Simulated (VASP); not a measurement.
Runs of VASP 6.6.1 on Bi. The structure is that of space group Im-3m (No. 229), or close to it. The cells are those of the table. This isn't the form of Bi at room conditions, which is rhombohedral.

```tsv
task	cell	k mesh	cutoff (eV)	gap on the mesh (eV)	pressure (GPa)
single point	a = 3.068 Å, angles 109.5°, 1 atom	8 × 8 × 8	520	none	40.9
single point	a = 3.287 Å, angles 109.5°, 1 atom	16 × 16 × 16	520	none	9.8
single point	a = 3.395 Å, angles 109.5°, 1 atom	16 × 16 × 16	520	none	1.8
relaxation of cell and atoms	relaxed to 40.8 GPa from a = 3.432 Å, angles 109.5°, 1 atom	8 × 8 × 8	600	none	40.9
single point	a = 3.541 Å, angles 109.5°, 1 atom	16 × 16 × 16	520	none	(b)
relaxation of cell and atoms	relaxed to 40.8 GPa from a = 3.068 Å, angles 109.5°, 1 atom	8 × 8 × 8	600	none	41.0
single point	a = 3.360 Å, angles 109.5°, 1 atom	16 × 16 × 16	520	none	4.0
single point	a = 3.497 Å, angles 109.5°, 1 atom	16 × 16 × 16	520	none	-2.7
single point	a = 3.464 Å, angles 109.5°, 1 atom	16 × 16 × 16	520	none	(a)
```

Alike in all rows: level r2SCAN; potentials or basis VASP PAW PBE potentials, release 64 (Bi_d); no spin polarisation; smearing gaussian 0.1 eV.

Question: Estimate the missing entries.

Answer: (a) -1.5; (b) -4.1.

Caveats: the PAW data sets were made with another functional, which shifts forces and pressure a little; spin-orbit coupling is left out, which moves the levels of the heavy elements; the cell stands under pressure (at least some runs); the cell is relaxed towards a set pressure, so the run minimises the enthalpy, not the energy (at least some runs); the cell stands under tension (at least some runs).

A k mesh can miss the band edges, and the runs leave out spin-orbit coupling on Bi.

A gap of «none» marks levels without a gap at the run's occupations.
